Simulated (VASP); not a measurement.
# ZnO (rock salt type) (Fm-3m) in VASP: further runs

ZnO (rock salt type) is run at these levels: PBE; tasks: single point.

All numbers are computed with VASP 6.6.1; they aren't measurements. Logs are shortened: lines on timing, memory, paths and dates and some standing lists are left out, and cuts for length are marked.

## Step 1: The cell of the first run

The structure is cubic, space group Fm-3m (No. 225). The conventional cell has a = 4.300 Å, b = 4.300 Å, c = 4.300 Å, α = 90.00°, β = 90.00°, γ = 90.00°. Zn (site symmetry m-3m) has 6 O at 2.15 Å within 2.8 Å. Within 2.8 Å of O (site symmetry m-3m) lie 6 Zn at 2.15 Å.

## Step 2: Single point, PBE

Input file INCAR:

```
  ALGO = Normal
  EDIFF = 1E-6
  ENCUT = 520
  GGA = PE
  ISIF = 2
  ISMEAR = -1
  LASPH = T
  LCHARG = T
  LELF = T
  LREAL = F
  LVHAR = T
  LWAVE = F
  NBANDS = 16
  NELM = 60
  PREC = Accurate
  SIGMA = 0.06122561905347299
```

Input file KPOINTS:

```
k-points
0
Gamma
  43 43 43
```

Input file POSCAR:

```
ZnO
1.0
    0.0000000000      2.1498827932      2.1498827932
    2.1498827932      0.0000000000      2.1498827932
    2.1498827932      2.1498827932      0.0000000000
Zn O
1 1
Direct
    0.0000000000      0.0000000000      0.0000000000
    0.5000000000      0.5000000000      0.5000000000
```

Potentials or basis: VASP PAW PBE potentials, release 64 (Zn, O).

Started as:

```bash
cat potpaw_PBE.64/Zn/POTCAR potpaw_PBE.64/O/POTCAR > POTCAR
mpirun -np 1 vasp_std > vasp.out
```

OUTCAR:

```text
EDIFF = 1E-6
   ENCUT = 520
   GGA = PE
   ISIF = 2
   ISMEAR = -1
   LASPH = T
   LREAL = F
   NELM = 60
   PREC = Accurate

 ion  position               nearest neighbor table
   1  0.000  0.000  0.000-   2 2.15   2 2.15   2 2.15   2 2.15   2 2.15   2 2.15
   2  0.500  0.500  0.500-   1 2.15   1 2.15   1 2.15   1 2.15   1 2.15   1 2.15

  LATTYP: Found a face centered cubic cell.
 ALAT       =     4.2997655864

  Lattice vectors:

 A1 = (   0.0000000000,   2.1498827932,   2.1498827932)
 A2 = (   2.1498827932,   0.0000000000,   2.1498827932)
 A3 = (   2.1498827932,   2.1498827932,   0.0000000000)

Analysis of symmetry for initial positions (statically):
=====================================================================
 Subroutine PRICEL returns:
 Original cell was already a primitive cell.

 Routine SETGRP: Setting up the symmetry group for a
 face centered cubic supercell.

 Subroutine GETGRP returns: Found 48 space group operations
 (whereof 48 operations were pure point group operations)
 out of a pool of 48 trial point group operations.

The static configuration has the point symmetry O_h .

Analysis of symmetry for dynamics (positions and initial velocities):
=====================================================================
 Subroutine PRICEL returns:
 Original cell was already a primitive cell.

 Routine SETGRP: Setting up the symmetry group for a
 face centered cubic supercell.

 Subroutine GETGRP returns: Found 48 space group operations
 (whereof 48 operations were pure point group operations)
 out of a pool of 48 trial point group operations.

The dynamic configuration has the point symmetry O_h .

 Subroutine INISYM returns: Found 48 space group operations
 (whereof 48 operations are pure point group operations),
 and found     1 'primitive' translations

----------------------------------------------------------------------------------------

                                     Primitive cell

  volume of cell :      19.8735

  direct lattice vectors                    reciprocal lattice vectors
     0.000000000  2.149882793  2.149882793    -0.232570818  0.232570818  0.232570818
     2.149882793  0.000000000  2.149882793     0.232570818 -0.232570818  0.232570818
     2.149882793  2.149882793  0.000000000     0.232570818  0.232570818 -0.232570818

  length of vectors
     3.040393404  3.040393404  3.040393404     0.402824473  0.402824473  0.402824473

  position of ions in fractional coordinates (direct lattice)
     0.000000000  0.000000000  0.000000000
     0.500000000  0.500000000  0.500000000

  ion indices of the primitive-cell ions
   primitive index   ion index
                 1           1
                 2           2

----------------------------------------------------------------------------------------

 KPOINTS: k-points

Automatic generation of k-mesh.
 Grid dimensions read from file:
 generate k-points for:   43   43   43

 Generating k-lattice:

  Cartesian coordinates                     Fractional coordinates (reciprocal lattice)
    -0.005408624  0.005408624  0.005408624     0.023255814  0.000000000  0.000000000
     0.005408624 -0.005408624  0.005408624     0.000000000  0.023255814  0.000000000
     0.005408624  0.005408624 -0.005408624     0.000000000  0.000000000  0.023255814

  Length of vectors
     0.009368011  0.009368011  0.009368011

  Shift w.r.t. Gamma in fractional coordinates (k-lattice)
     0.000000000  0.000000000  0.000000000

 Subroutine IBZKPT returns following result:
 ===========================================

 Found   2024 irreducible k-points:

 Following reciprocal coordinates:
            Coordinates               Weight
  0.000000  0.000000  0.000000      1.000000
  0.023256  0.000000  0.000000      8.000000
  0.046512  0.000000  0.000000      8.000000
  0.069767  0.000000  0.000000      8.000000
  0.093023  0.000000  0.000000      8.000000
  0.116279  0.000000  0.000000      8.000000
[... 16 lines left out ...]
  0.023256  0.023256  0.000000      6.000000
  0.046512  0.023256  0.000000     24.000000
 [... further k-points ...]
   k-points           NKPTS =   2024   k-points in BZ     NKDIM =   2024   number of bands    NBANDS=     16
   number of dos      NEDOS =    301   number of ions     NIONS =      2
   total plane-waves  NPLWV =  13824
   dimension x,y,z NGX =    24 NGY =   24 NGZ =   24
   dimension x,y,z NGXF=    48 NGYF=   48 NGZF=   48
   ions per type =               1   1
   NGX,Y,Z   is equivalent  to a cutoff of  13.12, 13.12, 13.12 a.u.
   NGXF,Y,Z  is equivalent  to a cutoff of  26.25, 26.25, 26.25 a.u.
 SYSTEM =  unknown system
   PREC   = accura    normal or accurate (medium, high low for compatibility)
   ISTART =      0    job   : 0-new  1-cont  2-samecut
   ICHARG =      2    charge: 1-file 2-atom 10-const
   ISPIN  =      1    spin polarized calculation?
   LNONCOLLINEAR =      F non collinear calculations
   LSORBIT =      F    spin-orbit coupling
   LASPH  =      T    aspherical Exc in radial PAW
   ENCUT  =  520.0 eV  38.22 Ry    6.18 a.u.   5.65  5.65  5.65*2*pi/ulx,y,z
   NELM   =     60;   NELMIN=  2; NELMDL= -5     # of ELM steps
   EDIFF  = 0.1E-05   stopping-criterion for ELM
   LREAL  =      F    real-space projection
   EDIFFG = 0.1E-04   stopping-criterion for IOM
   NSW    =      0    number of steps for IOM
   IBRION =     -1    ionic relax: 0-MD 1-quasi-New 2-CG
   NFREE  =      0    steps in history (QN), initial steepest desc. (CG)
   ISIF   =      2    stress and relaxation
   ISYM   =      2    0-nonsym 1-usesym 2-fastsym
   POTIM  = 0.5000    time-step for ionic-motion
   TEBEG  =    0.0;   TEEND  =   0.0 temperature during run
   PSTRESS=    0.0 pullay stress
   NELECT =      18.0000    total number of electrons
   NUPDOWN=      -1.0000    fix difference up-down
   EMIN   =  10.00;   EMAX   =-10.00  energy-range for DOS
   EFERMI =   0.00;   METHOD = LEGACY
   ISMEAR =    -1;   SIGMA  =   0.06  broadening in eV -4-tet -1-fermi 0-gaus
   EFERMI_NEDOS =   21; number of points for ismear=-14 and -15
   IALGO  =     38    algorithm
   IMIX   =      4    mixing-type and parameters
     AMIX     =   0.40;   BMIX     =  1.00
     AMIX_MAG =   1.60;   BMIX_MAG =  1.00
  volume/ion in A,a.u.               =       9.94        67.06
[... 36 lines left out ...]
      3      -2.2427      2.00000
      4      -2.2427      2.00000
      5      -2.0337      2.00000
      6      -2.0337      2.00000
[... 8 lines left out ...]
     15      21.7965      0.00000
     16      21.7965      0.00000

 k-point     2 :       0.0233    0.0000    0.0000
  band No.  band energies     occupation
      1     -15.8707      2.00000
      2      -2.2463      2.00000
      3      -2.2420      2.00000
      4      -2.2420      2.00000
      5      -2.0404      2.00000
      6      -2.0404      2.00000
[... 8 lines left out ...]
     15      21.8005      0.00000
     16      21.8005      0.00000

 k-point     3 :       0.0465    0.0000    0.0000
  band No.  band energies     occupation
      1     -15.8530      2.00000
      2      -2.2572      2.00000
      3      -2.2405      2.00000
      4      -2.2405      2.00000
      5      -2.0593      2.00000
      6      -2.0593      2.00000
[... 8 lines left out ...]
     15      21.8201      0.00000
     16      21.8201      0.00000

 k-point     4 :       0.0698    0.0000    0.0000
  band No.  band energies     occupation
      1     -15.8237      2.00000
      2      -2.2768      2.00000
      3      -2.2410      2.00000
      4      -2.2410      2.00000
      5      -2.0867      2.00000
      6      -2.0867      2.00000
[... 8 lines left out ...]
     15      21.8688      0.00000
     16      21.8688      0.00000

 k-point     5 :       0.0930    0.0000    0.0000
  band No.  band energies     occupation
      1     -15.7833      2.00000
      2      -2.3075      2.00000
      3      -2.2506      2.00000
      4      -2.2506      2.00000
      5      -2.1139      2.00000
      6      -2.1139      2.00000
[... 8 lines left out ...]
     15      21.9553      0.00000
     16      21.9553      0.00000

 k-point     6 :       0.1163    0.0000    0.0000
  band No.  band energies     occupation
      1     -15.7321      2.00000
      2      -2.3525      2.00000
      3      -2.2804      2.00000
      4      -2.2804      2.00000
      5      -2.1279      2.00000
      6      -2.1279      2.00000
[... 8 lines left out ...]
     15      22.0813      0.00000
     16      22.0813      0.00000

 k-point     7 :       0.1395    0.0000    0.0000
  band No.  band energies     occupation
      1     -15.6710      2.00000
      2      -2.4163      2.00000
      3      -2.3324      2.00000
      4      -2.3324      2.00000
      5      -2.1248      2.00000
      6      -2.1248      2.00000
[... 8 lines left out ...]
     15      22.2451      0.00000
     16      22.2451      0.00000

 k-point     8 :       0.1628    0.0000    0.0000
  band No.  band energies     occupation
      1     -15.6008      2.00000
      2      -2.5041      2.00000
      3      -2.3984      2.00000
      4      -2.3984      2.00000
      5      -2.1108      2.00000
      6      -2.1108      2.00000
[... 8 lines left out ...]
     15      22.4446      0.00000
     16      22.4447      0.00000

 k-point     9 :       0.1860    0.0000    0.0000
  band No.  band energies     occupation
      1     -15.5224      2.00000
      2      -2.6204      2.00000
      3      -2.4718      2.00000
      4      -2.4718      2.00000
      5      -2.0909      2.00000
      6      -2.0909      2.00000
[... 8 lines left out ...]
     15      22.6777      0.00000
     16      22.6777      0.00000
[... 172 lines left out ...]
 k-point    19 :       0.4186    0.0000    0.0000
  band No.  band energies     occupation
      1     -14.6535      2.00000
      2      -4.4567      2.00000
      3      -3.0967      2.00000
      4      -3.0967      2.00000
      5      -1.8559      2.00000
      6      -1.8559      2.00000
[... 8 lines left out ...]
     15      26.2565      0.00000
     16      26.2566      0.00000

 k-point    20 :       0.4419    0.0000    0.0000
  band No.  band energies     occupation
      1     -14.6043      2.00000
      2      -4.5600      2.00000
      3      -3.1235      2.00000
      4      -3.1235      2.00000
      5      -1.8437      2.00000
      6      -1.8437      2.00000
[... 8 lines left out ...]
     15      26.6001      0.00000
     16      26.6002      0.00000

 k-point    21 :       0.4651    0.0000    0.0000
  band No.  band energies     occupation
      1     -14.5706      2.00000
      2      -4.6304      2.00000
      3      -3.1415      2.00000
      4      -3.1415      2.00000
      5      -1.8355      2.00000
      6      -1.8355      2.00000
[... 8 lines left out ...]
     15      26.8680      0.00000
     16      26.8680      0.00000

 k-point    22 :       0.4884    0.0000    0.0000
  band No.  band energies     occupation
      1     -14.5534      2.00000
      2      -4.6660      2.00000
      3      -3.1506      2.00000
      4      -3.1505      2.00000
      5      -1.8313      2.00000
      6      -1.8313      2.00000
[... 8 lines left out ...]
     15      27.0184      0.00000
     16      27.0184      0.00000

 k-point    23 :       0.0233    0.0233    0.0000
  band No.  band energies     occupation
      1     -15.8687      2.00000
      2      -2.2449      2.00000
      3      -2.2429      2.00000
      4      -2.2429      2.00000
      5      -2.0527      2.00000
      6      -2.0327      2.00000
[... 8 lines left out ...]
     15      21.5879      0.00000
     16      22.0171      0.00000

 k-point    24 :       0.0465    0.0233    0.0000
  band No.  band energies     occupation
      1     -15.8550      2.00000
      2      -2.2527      2.00000
      3      -2.2427      2.00000
      4      -2.2406      2.00000
      5      -2.0778      2.00000
      6      -2.0379      2.00000
[... 8 lines left out ...]
     15      21.5841      0.00000
     16      22.1922      0.00000

 [... further k-points ...]

------------------------ aborting loop because EDIFF is reached ----------------------------------------

  FORCE on cell =-STRESS in cart. coord.  units (eV):
  Direction    XX          YY          ZZ          XY          YZ          ZX
  --------------------------------------------------------------------------------------
  -------------------------------------------------------------------------------------
  Total        0.5817186      0.5817186      0.5817186      0.0000000      0.0000000      0.0000000
  in kB       46.8974435     46.8974435     46.8974435      0.0000000      0.0000000      0.0000000
  external PRESSURE =      46.8974435 kB  Pullay stress =       0.0000000 kB

 VOLUME and BASIS-vectors are now :
 -----------------------------------------------------------------------------
  energy-cutoff  :      520.00
  volume of cell :       19.87
      direct lattice vectors                 reciprocal lattice vectors
     0.000000000  2.149882793  2.149882793    -0.232570818  0.232570818  0.232570818
     2.149882793  0.000000000  2.149882793     0.232570818 -0.232570818  0.232570818
     2.149882793  2.149882793  0.000000000     0.232570818  0.232570818 -0.232570818

 POSITION                                       TOTAL-FORCE (eV/Angst)
 -----------------------------------------------------------------------------------
      0.00000      0.00000      0.00000        -0.000000     -0.000000     -0.000000
      2.14988      2.14988      2.14988         0.000000      0.000000      0.000000
 -----------------------------------------------------------------------------------
    total drift:                                0.000000     -0.000000     -0.000000

  FREE ENERGIE OF THE ION-ELECTRON SYSTEM (eV)
  ---------------------------------------------------
  free  energy   TOTEN  =        -8.6241487815 eV

  energy  without entropy=       -8.6241446771  energy(sigma->0) =       -8.62414673
```

It took 12 min on 1 thread of Intel Xeon 8259CL, shared host; peak memory 0.69 GiB.

Results:

```yaml
Free_energy: -8.6241 eV
Pressure: 4.7 GPa
Band_gap_on_the_k_mesh: 0.82 eV (least direct gap 2.13 eV)
```

Caveat: the cell stands under pressure; an odd mesh through Γ misses points on the zone boundary, where band edges can lie.

## Step 3: Single point, PBE

This run uses another cell than the first one, of 10.14 Å³/atom.

Input file INCAR:

```
SYSTEM = ZnO
PREC     = Accurate       ! precision mode
ENCUT    = 520            ! plane-wave cutoff, eV
EDIFF    = 1E-6           ! SCF threshold, eV
ISMEAR   = -1             ! smearing method
SIGMA    = 0.06122561905347299 ! smearing width, eV
LREAL    = .False.        ! projectors in reciprocal space
LASPH    = .True.         ! aspherical terms in the spheres
NELM     = 80             ! most SCF steps
ALGO     = Normal         ! electronic algorithm
ISIF     = 2              ! what is computed and relaxed
LWAVE    = .False.        ! write WAVECAR
LCHARG   = .True.         ! write CHGCAR
GGA      = PE             ! functional
LELF     = .True.         ! ELF
LVHAR    = .True.       
NBANDS   = 16             ! bands
```

Input file KPOINTS:

```
Automatic mesh
0
Gamma
  43 43 43
  0 0 0
```

Input file POSCAR:

```
ZnO
1.0
    0.0000000000      2.1644094689      2.1644094689
    2.1644094689      0.0000000000      2.1644094689
    2.1644094689      2.1644094689      0.0000000000
Zn O
1 1
Direct
    0.0000000000      0.0000000000      0.0000000000
    0.5000000000      0.5000000000      0.5000000000
```

Potentials or basis: VASP PAW PBE potentials, release 64 (Zn, O).

Started as:

```bash
cat potpaw_PBE.64/Zn/POTCAR potpaw_PBE.64/O/POTCAR > POTCAR
mpirun -np 1 vasp_std > vasp.out
```

Run time: 7.9 min. Hardware: 1 thread of AMD EPYC 7R13 (Zen 3), shared host; peak memory 0.66 GiB.

Results (log left out):

| Quantity | Value |
| --- | --- |
| Free energy | -8.6319 eV |
| Pressure | 1.1 GPa |
| Band gap on the k mesh | 0.73 eV (least direct gap 1.97 eV) |

Levels at points of the mesh, in eV from the valence-band top:
| k point | band 5 | band 6 | band 7 | band 8 | band 9 | band 10 | band 11 | band 12 | band 13 | band 14 |
| --- | --- | --- | --- | --- | --- | --- | --- | --- | --- | --- |
| (0.00, 0.00, 0.00) | -4.60 | -4.60 | -1.24 | -1.24 | -1.24 | 0.73 | 17.78 | 17.78 | 17.78 | 18.19 |

Caveat: an odd mesh through Γ misses points on the zone boundary, where band edges can lie.

## Step 4: Single point, PBE

This run uses another cell than the first one, of 10.75 Å³/atom.

Input file INCAR:

```
  ALGO = Normal
  EDIFF = 1E-6
  ENCUT = 520
  GGA = PE
  ISIF = 2
  ISMEAR = -1
  LASPH = T
  LCHARG = F
  LREAL = F
  LWAVE = F
  NBANDS = 16
  NELM = 60
  PREC = Accurate
  SIGMA = 0.06122561905347299
```

Input file KPOINTS:

```
k-points
0
Gamma
  43 43 43
```

Input file POSCAR:

```
ZnO
1.0
    0.0000000000      2.2068596475      2.2068596475
    2.2068596475      0.0000000000      2.2068596475
    2.2068596475      2.2068596475      0.0000000000
Zn O
1 1
Direct
    0.0000000000      0.0000000000      0.0000000000
    0.5000000000      0.5000000000      0.5000000000
```

Started as:

```bash
cat potpaw_PBE.64/Zn/POTCAR potpaw_PBE.64/O/POTCAR > POTCAR
mpirun -np 1 vasp_std > vasp.out
```

Wall time 3.1 min (1 thread of Intel Xeon 6975P-C (Granite Rapids), shared host); peak memory 0.72 GiB.

Results (log left out):

```yaml
Free_energy: -8.6065 eV
Pressure: -7.7 GPa
Band_gap_on_the_k_mesh: 0.48 eV (least direct gap 1.53 eV)
```

Levels at points of the mesh, in eV from the valence-band top:
```tsv
k point	band 5	band 6	band 7	band 8	band 9	band 10	band 11	band 12	band 13	band 14
(0.00, 0.00, 0.00)	-4.56	-4.56	-1.05	-1.05	-1.05	0.48	17.44	17.44	17.44	17.98
```

Caveat: the cell stands under tension; an odd mesh through Γ misses points on the zone boundary, where band edges can lie.

## Step 5: Single point, PBE

This run uses another cell than the first one, of 10.34 Å³/atom.

Input file INCAR:

```
PREC     = Accurate       # precision mode
ENCUT    = 520            # plane-wave cutoff, eV
EDIFF    = 1E-7           # SCF threshold, eV
ISMEAR   = -1             # smearing method
SIGMA    = 0.06122561905347299 # smearing width, eV
LREAL    = F              # projectors in reciprocal space
LASPH    = T              # aspherical terms in the spheres
NELM     = 80             # most SCF steps
ALGO     = Normal         # electronic algorithm
ISIF     = 2              # what is computed and relaxed
LWAVE    = F              # write WAVECAR
LCHARG   = F              # write CHGCAR
GGA      = PE             # functional
NBANDS   = 16             # bands
```

Input file KPOINTS:

```
regular mesh
0
Gamma
  43 43 43
```

Input file POSCAR:

```
ZnO
1.0
    0.0000000000      2.1787437242      2.1787437242
    2.1787437242      0.0000000000      2.1787437242
    2.1787437242      2.1787437242      0.0000000000
Zn O
1 1
Direct
    0.0000000000      0.0000000000      0.0000000000
    0.5000000000      0.5000000000      0.5000000000
```

Started as:

```bash
cat potpaw_PBE.64/Zn/POTCAR potpaw_PBE.64/O/POTCAR > POTCAR
mpirun -np 1 vasp_std > vasp.out
```

It took 5 min on 1 thread of Intel Xeon Platinum 8488C (Sapphire Rapids), shared host; peak memory 0.7 GiB.

The run converged. Its results:

| Property | Result |
| --- | --- |
| Free energy | -8.6309 eV |
| Pressure | -2.1 GPa |
| Band gap on the k mesh | 0.64 eV (least direct gap 1.81 eV) |

Levels at points of the mesh, in eV from the valence-band top:
```
           k point  band 6  band 7  band 8  band 9  band 10  band 11  band 12  band 13
(0.00, 0.00, 0.00)   -4.58   -1.17   -1.17   -1.17     0.64    17.66    17.66    17.66
```

Caveat: an odd mesh through Γ misses points on the zone boundary, where band edges can lie.

## Step 6: The runs side by side

| cell | gap on the mesh (eV) | pressure (GPa) |
| --- | --- | --- |
| a = 3.040 Å, angles 60.0°, 2 atoms | 0.82 | 4.7 |
| a = 3.061 Å, angles 60.0°, 2 atoms | 0.73 | 1.1 |
| a = 3.121 Å, angles 60.0°, 2 atoms | 0.48 | -7.7 |
| a = 3.081 Å, angles 60.0°, 2 atoms | 0.64 | -2.1 |

Alike in all rows: task single point; level PBE; potentials or basis VASP PAW PBE potentials, release 64 (Zn, O); no spin polarisation; k mesh 43 × 43 × 43; cutoff (eV) 520; smearing fermi-dirac 0.0612256 eV.

Caveats: an odd mesh through Γ misses points on the zone boundary, where band edges can lie; the cell stands under pressure (at least some runs); the cell stands under tension (at least some runs).

Total energies depend on the potentials used, so only differences within one code and one set of settings carry meaning.
